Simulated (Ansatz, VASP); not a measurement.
**BP: VASP beside Ansatz**

Contents of INCAR:

```
SYSTEM = BP
ALGO = Normal ; EDIFF = 1E-6
ENCUT = 500 ; GGA = PS
GGA_COMPAT = .False. ; ISIF = 2
ISMEAR = 0 ; LASPH = .True.
LCHARG = .False. ; LREAL = .False.
LWAVE = .False. ; NBANDS = 11
NELM = 120 ; PREC = Accurate
SIGMA = 0.05
```

File KPOINTS:

```
k-points
0
Gamma
  12 12 12
  0 0 0
```

The input POSCAR:

```
BP
1.0
    0.0000000000      2.0323170526      2.0323170526
    2.0323170526      0.0000000000      2.0323170526
    2.0323170526      2.0323170526      0.0000000000
B P
1 1
Direct
    0.0000000000      0.0000000000      0.0000000000
    0.2500000000      0.2500000000      0.2500000000
```

Input for Ansatz:

```yaml
crystal:
  lattice:
    - [0.0, 2.0323170526, 2.0323170526]
    - [2.0323170526, 0.0, 2.0323170526]
    - [2.0323170526, 2.0323170526, 0.0]
  atoms:
    - { symbol: B, position: [0.0, 0.0, 0.0] }
    - { symbol: P, position: [0.25, 0.25, 0.25] }
scf:
  occupations: { method: gaussian, width: 0.05 }
output:
  forces: true
  stress: true
  eigenvalues: true
  write_density: true
  write_potential: true
  elf: true
  volumetric_format: npy
hamiltonian:
  xc: pbesol
basis:
  ecutwfc: 560
kpoints:
  mp_grid: { grid: [12, 12, 12] }
```

Alike in both runs: task single point; functional PBEsol; k mesh 12 × 12 × 12; occupations gaussian, width 0.05 eV; no spin polarisation.

|  | VASP | Ansatz |
| --- | --- | --- |
| version | VASP 6.6.1 | Ansatz 0.2.0 |
| potentials or method | VASP PAW PBE potentials, release 64 (B, P), cutoff 500 eV | scalar-relativistic, plane waves, PAW |
| valence electrons in the cell | 8 | 8 |

|  | VASP | Ansatz | Ansatz less VASP |
| --- | --- | --- | --- |
| gap on the k mesh at the Fermi level (eV) | 0.52 | 0.53 | +0.008 |
| least direct gap on the mesh (eV) | 4.17 | 4.19 | +0.011 |

VASP's potentials were made for PBE, not for PBEsol.
